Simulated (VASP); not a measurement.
# TaN: relaxation of cell and atoms with r2SCAN

Crystal: TaN.

```xyz
2
Lattice="0.0000 2.1790 2.1790 2.1790 0.0000 2.1790 2.1790 2.1790 0.0000" Properties=species:S:1:pos:R:3 pbc="T T T"
Ta    2.1790    2.1790    2.1790
N     0.0000    0.0000    0.0000
```

* Program: VASP 6.6.1
* Task: relaxation of cell and atoms
* Functional: r2SCAN
* Potentials or basis: VASP PAW PBE potentials, release 64 (Ta_sv_GW, N)
* Cutoff: 660 eV
* k mesh: 8 × 8 × 8
* Occupations: gaussian, width 0.1 eV
* Spin: no spin polarisation
* Dipole correction: no
* Second run: valence_matched
* Further INCAR settings: ALGO = Normal; EDIFF = 1e-07; IBRION = 2; EDIFFG = -0.05; NSW = 100; ISIF = 3

| Quantity | Value |
| --- | --- |
| Relaxed volume | 10.63 Å³/atom |
| Relaxed cell | a = 3.110 Å, b = 3.110 Å, c = 3.110 Å, α = 60.00°, β = 60.00°, γ = 60.00° |
| Space group after relaxing (to 0.05 Å) | Fm-3m (No. 225) |
| Energy gained by relaxing | 8.5 meV/atom |
| Ionic steps | 3 |
| Pressure after relaxing | -0.2 GPa |
| Band gap on the k mesh | zero (band 9 reaches 15.80 eV, above the bottom of band 10 at 11.72 eV) |

The path:
```csv
step,energy change (eV),largest force (eV/Å),pressure (GPa),volume (Å³)
1,0.0000,0.0000,10.02,20.69
2,0.0787,0.0000,-20.06,22.69
3,-0.0170,0.0000,-0.22,21.26
```

Final structure:
```xyz
2
Lattice="0.0000 2.1989 2.1989 2.1989 0.0000 2.1989 2.1989 2.1989 0.0000" Properties=species:S:1:pos:R:3 pbc="T T T"
Ta    2.1989    2.1989    2.1989
N     0.0000    0.0000    0.0000
```

Levels at points of the mesh, in eV from the Fermi level:
| k point | band 5 | band 6 | band 7 | band 8 | band 9 | band 10 | band 11 | band 12 | band 13 |
| --- | --- | --- | --- | --- | --- | --- | --- | --- | --- |
| (0.00, 0.00, 0.00) | -20.05 | -4.21 | -4.21 | -4.21 | -2.21 | -2.21 | -2.21 | 0.12 | 0.12 |
| (0.50, 0.00, 0.00) | -17.06 | -10.87 | -8.03 | -8.03 | 1.88 | 1.88 | 2.01 | 3.99 | 7.79 |
| (0.50, 0.50, 0.00) | -18.82 | -7.14 | -5.65 | -5.06 | -5.06 | 2.20 | 3.50 | 3.50 | 4.68 |

Run time: 4.8 min on 1 thread of AMD EPYC 9R45 (Zen 5) (shared host), peak memory 0.15 GiB.

Caveat: the PAW data sets were made with another functional, which shifts forces and pressure a little; spin-orbit coupling is left out, which moves the levels of the heavy elements. Zero-point motion and thermal expansion aren't in these numbers.
